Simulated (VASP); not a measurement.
# GaN (gallium nitride) (P6_3mc) in VASP: single point with PBE

Aim: the single point of GaN (gallium nitride) with PBE.

Everything below comes from runs of VASP 6.6.1. Logs are shortened: lines on timing, memory, paths and dates and some standing lists are left out, and cuts for length are marked.

**1. The cell of the first run**

The structure is hexagonal, space group P6_3mc (No. 186). Conventional cell: a = 3.218 Å, b = 3.218 Å, c = 5.243 Å, α = 90.00°, β = 90.00°, γ = 120.00°. Within 2.6 Å of Ga (site symmetry 3m) lie 4 N at 1.97 to 1.98 Å. N (site symmetry 3m) has 4 Ga at 1.97 to 1.98 Å within 2.6 Å.

**2. Single point, PBE**

Input file INCAR:

```
ALGO     = Normal         # electronic algorithm
EDIFF    = 1E-6           # SCF threshold, eV
ENCUT    = 520            # plane-wave cutoff, eV
GGA      = PE             # functional
ISIF     = 2              # what is computed and relaxed
ISMEAR   = 0              # smearing method
LASPH    = T              # aspherical terms in the spheres
LCHARG   = T              # write CHGCAR
LELF     = T              # ELF
LREAL    = F              # projectors in reciprocal space
LVHAR    = T            
LWAVE    = F              # write WAVECAR
NBANDS   = 26             # bands
NELM     = 80             # most SCF steps
PREC     = Accurate       # precision mode
SIGMA    = 0.01           # smearing width, eV
```

Input file KPOINTS:

```
k-points
0
Gamma
  8 8 5
```

Input file POSCAR:

```
GaN
1.0
    3.2180015663      0.0000000000      0.0000000000
   -1.6090007832      2.7868711058      0.0000000000
    0.0000000000      0.0000000000      5.2430239334
Ga N
2 2
Direct
    0.3333333333      0.6666666667      0.0000456743
    0.6666666667      0.3333333333      0.5000456743
    0.3333333333      0.6666666667      0.3767543257
    0.6666666667      0.3333333333      0.8767543257
```

Potentials or basis: VASP PAW PBE potentials, release 64 (Ga_d, N).

Command:

```sh
$ cat potpaw_PBE.64/Ga_d/POTCAR potpaw_PBE.64/N/POTCAR > POTCAR
$ mpirun -np 1 vasp_std > vasp.out
```

OUTCAR:

```text
EDIFF = 1E-6
   ENCUT = 520
   GGA = PE
   ISIF = 2
   ISMEAR = 0
   LASPH = T
   LREAL = F
   NELM = 80
   PREC = Accurate

 ion  position               nearest neighbor table
   1  0.333  0.667  0.000-   4 1.97   4 1.97   4 1.97   3 1.98
   2  0.667  0.333  0.500-   3 1.97   3 1.97   3 1.97   4 1.98
   3  0.333  0.667  0.377-   2 1.97   2 1.97   2 1.97   1 1.98
   4  0.667  0.333  0.877-   1 1.97   1 1.97   1 1.97   2 1.98

  LATTYP: Found a hexagonal cell.
 ALAT       =     3.2180015663
 C/A-ratio  =     1.6292794846

  Lattice vectors:

 A1 = (   3.2180015663,   0.0000000000,   0.0000000000)
 A2 = (  -1.6090007832,   2.7868711058,   0.0000000000)
 A3 = (   0.0000000000,   0.0000000000,   5.2430239334)

Analysis of symmetry for initial positions (statically):
=====================================================================
 Subroutine PRICEL returns:
 Original cell was already a primitive cell.

 Routine SETGRP: Setting up the symmetry group for a
 hexagonal supercell.

 Subroutine GETGRP returns: Found 12 space group operations
 (whereof  6 operations were pure point group operations)
 out of a pool of 24 trial point group operations.

The static configuration has the point symmetry C_3v.
 The point group associated with its full space group is C_6v.

Analysis of symmetry for dynamics (positions and initial velocities):
=====================================================================
 Subroutine PRICEL returns:
 Original cell was already a primitive cell.

 Routine SETGRP: Setting up the symmetry group for a
 hexagonal supercell.

 Subroutine GETGRP returns: Found 12 space group operations
 (whereof  6 operations were pure point group operations)
 out of a pool of 24 trial point group operations.

The dynamic configuration has the point symmetry C_3v.
 The point group associated with its full space group is C_6v.

 Subroutine INISYM returns: Found 12 space group operations
 (whereof  6 operations are pure point group operations),
 and found     1 'primitive' translations

----------------------------------------------------------------------------------------

                                     Primitive cell

  volume of cell :      47.0203

  direct lattice vectors                    reciprocal lattice vectors
     3.218001566  0.000000000  0.000000000     0.310751869  0.179412675  0.000000000
    -1.609000783  2.786871106  0.000000000     0.000000000  0.358825350  0.000000000
     0.000000000  0.000000000  5.243023933     0.000000000  0.000000000  0.190729627

  length of vectors
     3.218001566  3.218001566  5.243023933     0.358825350  0.358825350  0.190729627

  position of ions in fractional coordinates (direct lattice)
     0.333333333  0.666666667  0.000045674
     0.666666667  0.333333333  0.500045674
     0.333333333  0.666666667  0.376754326
     0.666666667  0.333333333  0.876754326

  ion indices of the primitive-cell ions
   primitive index   ion index
                 1           1
                 2           2
                 3           3
                 4           4

----------------------------------------------------------------------------------------

 KPOINTS: k-points

Automatic generation of k-mesh.
 Grid dimensions read from file:
 generate k-points for:    8    8    5

 Generating k-lattice:

  Cartesian coordinates                     Fractional coordinates (reciprocal lattice)
     0.038843984  0.022426584  0.000000000     0.125000000 -0.000000000  0.000000000
     0.000000000  0.044853169  0.000000000     0.000000000  0.125000000  0.000000000
     0.000000000  0.000000000  0.038145925     0.000000000  0.000000000  0.200000000

  Length of vectors
     0.044853169  0.044853169  0.038145925

  Shift w.r.t. Gamma in fractional coordinates (k-lattice)
     0.000000000  0.000000000  0.000000000

 Subroutine IBZKPT returns following result:
 ===========================================

 Found     30 irreducible k-points:

 Following reciprocal coordinates:
            Coordinates               Weight
  0.000000  0.000000  0.000000      1.000000
  0.125000  0.000000  0.000000      6.000000
  0.250000  0.000000  0.000000      6.000000
  0.375000  0.000000  0.000000      6.000000
  0.500000  0.000000  0.000000      3.000000
  0.125000  0.125000  0.000000      6.000000
[... 16 lines left out ...]
  0.250000  0.000000  0.400000     12.000000
  0.375000  0.000000  0.400000     12.000000
 [... further k-points ...]
   k-points           NKPTS =     30   k-points in BZ     NKDIM =     30   number of bands    NBANDS=     26
   number of dos      NEDOS =    301   number of ions     NIONS =      4
   total plane-waves  NPLWV =  23040
   dimension x,y,z NGX =    24 NGY =   24 NGZ =   40
   dimension x,y,z NGXF=    48 NGYF=   48 NGZF=   80
   ions per type =               2   2
   NGX,Y,Z   is equivalent  to a cutoff of  12.40, 12.40, 12.68 a.u.
   NGXF,Y,Z  is equivalent  to a cutoff of  24.80, 24.80, 25.37 a.u.
 SYSTEM =  unknown system
   PREC   = accura    normal or accurate (medium, high low for compatibility)
   ISTART =      0    job   : 0-new  1-cont  2-samecut
   ICHARG =      2    charge: 1-file 2-atom 10-const
   ISPIN  =      1    spin polarized calculation?
   LNONCOLLINEAR =      F non collinear calculations
   LSORBIT =      F    spin-orbit coupling
   LASPH  =      T    aspherical Exc in radial PAW
   ENCUT  =  520.0 eV  38.22 Ry    6.18 a.u.   5.98  5.98  9.75*2*pi/ulx,y,z
   NELM   =     80;   NELMIN=  2; NELMDL= -5     # of ELM steps
   EDIFF  = 0.1E-05   stopping-criterion for ELM
   LREAL  =      F    real-space projection
   EDIFFG = 0.1E-04   stopping-criterion for IOM
   NSW    =      0    number of steps for IOM
   IBRION =     -1    ionic relax: 0-MD 1-quasi-New 2-CG
   NFREE  =      0    steps in history (QN), initial steepest desc. (CG)
   ISIF   =      2    stress and relaxation
   ISYM   =      2    0-nonsym 1-usesym 2-fastsym
   POTIM  = 0.5000    time-step for ionic-motion
   TEBEG  =    0.0;   TEEND  =   0.0 temperature during run
   PSTRESS=    0.0 pullay stress
   NELECT =      36.0000    total number of electrons
   NUPDOWN=      -1.0000    fix difference up-down
   EMIN   =  10.00;   EMAX   =-10.00  energy-range for DOS
   EFERMI =   0.00;   METHOD = LEGACY
   ISMEAR =     0;   SIGMA  =   0.01  broadening in eV -4-tet -1-fermi 0-gaus
   EFERMI_NEDOS =   21; number of points for ismear=-14 and -15
   IALGO  =     38    algorithm
   IMIX   =      4    mixing-type and parameters
     AMIX     =   0.40;   BMIX     =  1.00
     AMIX_MAG =   1.60;   BMIX_MAG =  1.00
  volume/ion in A,a.u.               =      11.76        79.33
  Fermi-wavevector in a.u.,A,eV,Ry     =   1.497663  2.830172 30.517779  2.242993
  Thomas-Fermi vector in A             =   2.609522
   LORBIT       =      0    0 simple, 1 ext, 2 COOP (PROOUT), +10 PAW based schemes
   GGA     = PE    functional components
   LHFCALC =     F    Hartree Fock is set to
   AEXX    =    0.0000 exact exchange contribution
   IVDW    =     0    specifies the selected vdW correction
   LEPSILON=     F    determine dielectric tensor
   LRPA    =     F    only Hartree local field effects (RPA)
 non-spin polarized calculation
 Gauss-broadening in eV      SIGMA  =   0.01
  energy-cutoff  :      520.00
  volume of cell :       47.02
 maximum number of plane-waves:      1279
 NGX is ok and might be reduce to    24
   NGX = 11   NGY = 11   NGZ = 19

 number of electron      35.9999955 magnetization

 Free energy of the ion-electron system (eV)
  ---------------------------------------------------
  ext. energy  EPLUGINS =         0.00000000
  ---------------------------------------------------
  free energy    TOTEN  =       -24.32731235 eV

  energy without entropy =      -24.32731235  energy(sigma->0) =      -24.32731235

 E-fermi :   5.0914     XC(G=0): -11.5163

 val. band max:        5.0120673005   @ k =   0.0000   0.0000   0.0000
 cond. band min:       6.7291234949   @ k =   0.0000   0.0000   0.0000
 fundamental gap:      1.7170561944
 Fermi energy:         5.0913688586

 k-point     1 :       0.0000    0.0000    0.0000
  band No.  band energies     occupation
      1     -10.7257      2.00000
      2      -9.9017      2.00000
      3      -8.4092      2.00000
      4      -8.3948      2.00000
      5      -8.3948      2.00000
      6      -8.3389      2.00000
[... 18 lines left out ...]
     25      16.5020      0.00000
     26      16.5020      0.00000

 k-point     2 :       0.1250    0.0000    0.0000
  band No.  band energies     occupation
      1     -10.5852      2.00000
      2      -9.8684      2.00000
      3      -8.3934      2.00000
      4      -8.3751      2.00000
      5      -8.3440      2.00000
      6      -8.3197      2.00000
[... 18 lines left out ...]
     25      16.0535      0.00000
     26      16.8126      0.00000

 k-point     3 :       0.2500    0.0000    0.0000
  band No.  band energies     occupation
      1     -10.2621      2.00000
      2      -9.8058      2.00000
      3      -8.3578      2.00000
      4      -8.3406      2.00000
      5      -8.2790      2.00000
      6      -8.2455      2.00000
[... 18 lines left out ...]
     25      16.2764      0.00000
     26      17.4859      0.00000

 k-point     4 :       0.3750    0.0000    0.0000
  band No.  band energies     occupation
      1      -9.9948      2.00000
      2      -9.7665      2.00000
      3      -8.3445      2.00000
      4      -8.3275      2.00000
      5      -8.2460      2.00000
      6      -8.1953      2.00000
[... 18 lines left out ...]
     25      16.7469      0.00000
     26      17.9699      0.00000
[... 496 lines left out ...]
      1     -10.2468      2.00000
      2     -10.0172      2.00000
      3      -8.3700      2.00000
      4      -8.3601      2.00000
      5      -8.3513      2.00000
      6      -8.3402      2.00000
[... 18 lines left out ...]
     25      15.4217      0.00000
     26      15.9157      0.00000

 k-point    23 :       0.2500    0.0000    0.4000
  band No.  band energies     occupation
      1     -10.0255      2.00000
      2      -9.8842      2.00000
      3      -8.3462      2.00000
      4      -8.3212      2.00000
      5      -8.3094      2.00000
      6      -8.2798      2.00000
[... 18 lines left out ...]
     25      16.1296      0.00000
     26      16.7101      0.00000

 k-point    24 :       0.3750    0.0000    0.4000
  band No.  band energies     occupation
      1      -9.8625      2.00000
      2      -9.7930      2.00000
      3      -8.3515      2.00000
      4      -8.3201      2.00000
      5      -8.2741      2.00000
      6      -8.2280      2.00000
[... 18 lines left out ...]
     25      16.4495      0.00000
     26      17.3453      0.00000

 [... further k-points ...]
[... 5 lines left out ...]
  --------------------------------------------------------------------------------------
  -------------------------------------------------------------------------------------
  Total        0.0500419      0.0500419      0.0515126     -0.0000000      0.0000000      0.0000000
  in kB        1.7051382      1.7051382      1.7552516     -0.0000000      0.0000000      0.0000000
  external PRESSURE =       1.7218427 kB  Pullay stress =       0.0000000 kB

 VOLUME and BASIS-vectors are now :
 -----------------------------------------------------------------------------
  energy-cutoff  :      520.00
  volume of cell :       47.02
      direct lattice vectors                 reciprocal lattice vectors
     3.218001566  0.000000000  0.000000000     0.310751869  0.179412675  0.000000000
    -1.609000783  2.786871106  0.000000000     0.000000000  0.358825350  0.000000000
     0.000000000  0.000000000  5.243023933     0.000000000  0.000000000  0.190729627

 POSITION                                       TOTAL-FORCE (eV/Angst)
 -----------------------------------------------------------------------------------
     -0.00000      1.85791      0.00024        -0.000000     -0.000000     -0.000428
      1.60900      0.92896      2.62175         0.000000     -0.000000     -0.000428
     -0.00000      1.85791      1.97533        -0.000000      0.000000      0.000428
      1.60900      0.92896      4.59684         0.000000     -0.000000      0.000428
 -----------------------------------------------------------------------------------
    total drift:                               -0.000001     -0.000001     -0.000493

  FREE ENERGIE OF THE ION-ELECTRON SYSTEM (eV)
  ---------------------------------------------------
  free  energy   TOTEN  =       -24.3273123501 eV

  energy  without entropy=      -24.3273123501  energy(sigma->0) =      -24.32731235
```

It took 45 s on 1 thread of Intel Xeon 8259CL, shared host; peak memory 0.18 GiB.

What came out:

```
Free energy            : -24.3273 eV
Pressure               : 0.2 GPa
Band gap on the k mesh : 1.72 eV, direct
```

Levels at points of the mesh, in eV from the valence-band top:
```tsv
k point	band 15	band 16	band 17	band 18	band 19	band 20	band 21	band 22
(0.00, 0.00, 0.00)	-1.00	-0.04	0.00	0.00	1.72	4.07	9.02	9.73
(0.50, 0.00, 0.00)	-4.07	-2.64	-2.12	-0.96	4.98	5.38	5.98	8.35
```
